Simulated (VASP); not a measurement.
# SnO (Cm) in VASP: single point with PBEsol+D3(BJ)

Aim: the single point of SnO with PBEsol+D3(BJ).

Program: VASP 6.6.1. These are calculated values, not measurements. Logs are shortened: lines on timing, memory, paths and dates and some standing lists are left out, and cuts for length are marked.

### 1 The cell of the first run

The structure is monoclinic, space group Cm (No. 8). Conventional cell: a = 5.332 Å, b = 5.332 Å, c = 4.563 Å, α = 90.00°, β = 90.00°, γ = 90.00°. Within 2.8 Å of Sn (site symmetry m) lie 4 O at 2.09 to 2.24 Å. Sn (site symmetry m) has 4 O at 2.19 to 2.33 Å within 2.9 Å. O (site symmetry 1) has 4 Sn at 2.09 to 2.33 Å and 4 O at 2.67 Å within 2.8 Å.

### 2 Single point, PBEsol+D3(BJ) (all Sn atoms moved -0.150 Å, as atom 1 along Cartesian [1 1 1])

Input file INCAR:

```
  ALGO = Normal
  EDIFF = 1E-6
  ENCUT = 600
  GGA = PS
  GGA_COMPAT = F
  ISIF = 2
  ISMEAR = 0
  IVDW = 12
  LASPH = T
  LCHARG = F
  LREAL = F
  LWAVE = F
  NBANDS = 28
  NELM = 120
  PREC = Accurate
  SIGMA = 0.15
```

Input file KPOINTS:

```
k-points
0
Gamma
  12 12 10
```

Input file POSCAR:

```
SnO
1.0
    3.7703910616      0.0000000000      0.0000000000
    0.0000000000      3.7703910616      0.0000000000
    0.0000000000      0.0000000000      4.5633702865
Sn O
2 2
Direct
   -0.0229691135      0.4770308865      0.2342808307
    0.4770308865     -0.0229691135      0.7277636519
    0.0000000000      0.0000000000      0.0000000000
    0.5000000000      0.5000000000      0.0000000000
```

Potentials or basis: VASP PAW PBE potentials, release 64 (Sn_d, O).

Started as:

```bash
$ cat potpaw_PBE.64/Sn_d/POTCAR potpaw_PBE.64/O/POTCAR > POTCAR
$ mpirun -np 1 vasp_std > vasp.out
```

OUTCAR:

```text
EDIFF = 1E-6
   ENCUT = 600
   GGA = PS
   ISIF = 2
   ISMEAR = 0
   IVDW = 12
   LASPH = T
   LREAL = F
   NELM = 120
   PREC = Accurate
 IVDW          = 12

 ion  position               nearest neighbor table
   1  0.977  0.477  0.234-   3 2.09   4 2.09   4 2.24   3 2.24   2 3.49   2 3.49   2 3.49   2 3.49
                             2 3.53   2 3.53   2 3.53   2 3.53
   2  0.477  0.977  0.728-   3 2.19   4 2.19   3 2.33   4 2.33   1 3.49   1 3.49   1 3.49   1 3.49
                             1 3.53   1 3.53   1 3.53   1 3.53
   3  0.000  0.000  0.000-   1 2.09   2 2.19   1 2.24   2 2.33
   4  0.500  0.500  0.000-   1 2.09   2 2.19   1 2.24   2 2.33

  LATTYP: Found a simple tetragonal cell.
 ALAT       =     3.7703910616
 C/A-ratio  =     1.2103175007

  Lattice vectors:

 A1 = (   3.7703910616,   0.0000000000,   0.0000000000)
 A2 = (   0.0000000000,   3.7703910616,   0.0000000000)
 A3 = (   0.0000000000,   0.0000000000,   4.5633702865)

Analysis of symmetry for initial positions (statically):
=====================================================================
 Subroutine PRICEL returns:
 Original cell was already a primitive cell.

 Routine SETGRP: Setting up the symmetry group for a
 simple tetragonal supercell.

 Subroutine GETGRP returns: Found  2 space group operations
 (whereof  1 operations were pure point group operations)
 out of a pool of 16 trial point group operations.

The static configuration has the point symmetry C_1 .
 The point group associated with its full space group is C_1h.

Analysis of symmetry for dynamics (positions and initial velocities):
=====================================================================
 Subroutine PRICEL returns:
 Original cell was already a primitive cell.

 Routine SETGRP: Setting up the symmetry group for a
 simple tetragonal supercell.

 Subroutine GETGRP returns: Found  2 space group operations
 (whereof  1 operations were pure point group operations)
 out of a pool of 16 trial point group operations.

The dynamic configuration has the point symmetry C_1 .
 The point group associated with its full space group is C_1h.

 Subroutine INISYM returns: Found  2 space group operations
 (whereof  1 operations are pure point group operations),
 and found     1 'primitive' translations

----------------------------------------------------------------------------------------
[... 95 lines left out ...]
   ENCUT  =  600.0 eV  44.10 Ry    6.64 a.u.   7.53  7.53  9.11*2*pi/ulx,y,z
   NELM   =    120;   NELMIN=  2; NELMDL= -5     # of ELM steps
   EDIFF  = 0.1E-05   stopping-criterion for ELM
   LREAL  =      F    real-space projection
   EDIFFG = 0.1E-04   stopping-criterion for IOM
   NSW    =      0    number of steps for IOM
   IBRION =     -1    ionic relax: 0-MD 1-quasi-New 2-CG
   NFREE  =      0    steps in history (QN), initial steepest desc. (CG)
   ISIF   =      2    stress and relaxation
   ISYM   =      2    0-nonsym 1-usesym 2-fastsym
   POTIM  = 0.5000    time-step for ionic-motion
   TEBEG  =    0.0;   TEEND  =   0.0 temperature during run
   PSTRESS=    0.0 pullay stress
   NELECT =      40.0000    total number of electrons
   NUPDOWN=      -1.0000    fix difference up-down
   EMIN   =  10.00;   EMAX   =-10.00  energy-range for DOS
   EFERMI =   0.00;   METHOD = LEGACY
   ISMEAR =     0;   SIGMA  =   0.15  broadening in eV -4-tet -1-fermi 0-gaus
   EFERMI_NEDOS =   21; number of points for ismear=-14 and -15
   IALGO  =     38    algorithm
   IMIX   =      4    mixing-type and parameters
     AMIX     =   0.40;   BMIX     =  1.00
     AMIX_MAG =   1.60;   BMIX_MAG =  1.00
  volume/ion in A,a.u.               =      16.22       109.44
  Fermi-wavevector in a.u.,A,eV,Ry     =   1.393398  2.633141 26.416518  1.941559
  Thomas-Fermi vector in A             =   2.517048
   LORBIT       =      0    0 simple, 1 ext, 2 COOP (PROOUT), +10 PAW based schemes
   GGA     = PS    functional components
   LHFCALC =     F    Hartree Fock is set to
   AEXX    =    0.0000 exact exchange contribution
   IVDW    =    12    specifies the selected vdW correction
   LEPSILON=     F    determine dielectric tensor
   LRPA    =     F    only Hartree local field effects (RPA)
 non-spin polarized calculation
 Gauss-broadening in eV      SIGMA  =   0.15
  energy-cutoff  :      600.00
  volume of cell :       64.87
 maximum number of plane-waves:      2198
   NGX = 15   NGY = 15   NGZ = 19

 number of electron      39.9999999 magnetization

 Free energy of the ion-electron system (eV)
  ---------------------------------------------------
  ext. energy  EPLUGINS =         0.00000000
  ---------------------------------------------------
  free energy    TOTEN  =       -24.07462185 eV

  energy without entropy =      -24.07001145  energy(sigma->0) =      -24.07231665

 E-fermi :   7.9575     XC(G=0): -10.9317

 val. band max:        7.9438626996   @ k =  -0.0833   0.0833   0.1000
 cond. band min:       7.9602976492   @ k =   0.0000   0.0000   0.0000
 fundamental gap:      0.0164349496
 Fermi energy:         7.9575146120

 k-point     1 :       0.0000    0.0000    0.0000
  band No.  band energies     occupation
      1     -14.1387      2.00000
      2     -13.6630      2.00000
      3     -13.6605      2.00000
      4     -13.6204      2.00000
      5     -13.6197      2.00000
      6     -13.6005      2.00000
[... 733 lines left out ...]
     27      16.1326      0.00000
     28      16.6398      0.00000

 [... further k-points ...]

------------------------ aborting loop because EDIFF is reached ----------------------------------------

 Edisp (eV)   -0.93353

 E8    (eV) :    -0.6177

  FORCE on cell =-STRESS in cart. coord.  units (eV):
  Direction    XX          YY          ZZ          XY          YZ          ZX
  --------------------------------------------------------------------------------------
  -------------------------------------------------------------------------------------
  Total       0.57861     0.57861     0.33671    -0.07840     0.21556     0.21556
  in kB      14.29023    14.29023     8.31585    -1.93624     5.32382     5.32381
  external pressure =       12.30 kB  Pullay stress =        0.00 kB

 VOLUME and BASIS-vectors are now :
 -----------------------------------------------------------------------------
  energy-cutoff  :      600.00
  volume of cell :       64.87
      direct lattice vectors                 reciprocal lattice vectors
     3.770391062  0.000000000  0.000000000     0.265224478  0.000000000  0.000000000
     0.000000000  3.770391062  0.000000000     0.000000000  0.265224478  0.000000000
     0.000000000  0.000000000  4.563370286     0.000000000  0.000000000  0.219136282

 POSITION                                       TOTAL-FORCE (eV/Angst)
 -----------------------------------------------------------------------------------
      3.68379      1.79859      1.06911         0.524409      0.524409      0.895367
      1.79859      3.68379      3.32106         0.240116      0.240116      0.344322
      0.00000      0.00000      0.00000        -0.216140     -0.548384     -0.619844
      1.88520      1.88520      0.00000        -0.548384     -0.216140     -0.619844
 -----------------------------------------------------------------------------------
    total drift:                                0.000550      0.000550      0.000109

  FREE ENERGIE OF THE ION-ELECTRON SYSTEM (eV)
  ---------------------------------------------------
  free  energy   TOTEN  =       -25.0081503640 eV

  energy  without entropy=      -25.0035399700  energy(sigma->0) =      -25.00584517
```

Run time: 16 min. Hardware: 1 thread of Oxide Virtual Turin-like, shared host; peak memory 0.72 GiB.

What came out:

| Item | Value |
| --- | --- |
| Free energy | -25.0082 eV |
| Pressure | 1.2 GPa |
| Largest force | 1.163 eV/Å |
| Band gap on the k mesh | zero (bands 20 and 21 overlap by 0.46 eV) |
| Dispersion energy per atom | -0.233 eV |

Forces on the atoms (eV/Å):
```
Sn   0.524  0.524  0.895
Sn   0.240  0.240  0.344
O   -0.216 -0.548 -0.620
O   -0.548 -0.216 -0.620
```

Stress tensor (GPa, compression positive):
```
 1.43 -0.19  0.53
-0.19  1.43  0.53
 0.53  0.53  0.83
```

Levels at points of the mesh, in eV from the Fermi level:
```tsv
k point	band 18	band 19	band 20	band 21	band 22	band 23
(0.00, 0.00, 0.00)	-3.26	-3.21	0.00	2.42	4.10	4.28
(0.50, 0.00, 0.00)	-4.79	-3.08	-2.94	3.43	3.50	5.52
(0.50, 0.50, 0.00)	-2.51	-2.18	-1.76	-0.43	-0.42	4.11
(0.00, 0.00, 0.50)	-3.23	-2.62	-2.26	1.65	2.40	2.50
(0.50, 0.00, 0.50)	-4.79	-2.01	-1.63	2.77	2.96	4.82
(0.50, 0.50, 0.50)	-2.84	-2.70	-2.51	2.06	2.12	4.61
```

Caveat: the cell differs from its parent crystal (all Sn atoms moved -0.150 Å, as atom 1 along Cartesian [1 1 1]); semilocal functionals underestimate gaps, and a narrow one can read as zero; the PAW data sets were made with another functional, which shifts forces and pressure a little; spin-orbit coupling is left out, which moves the levels of the heavy elements.
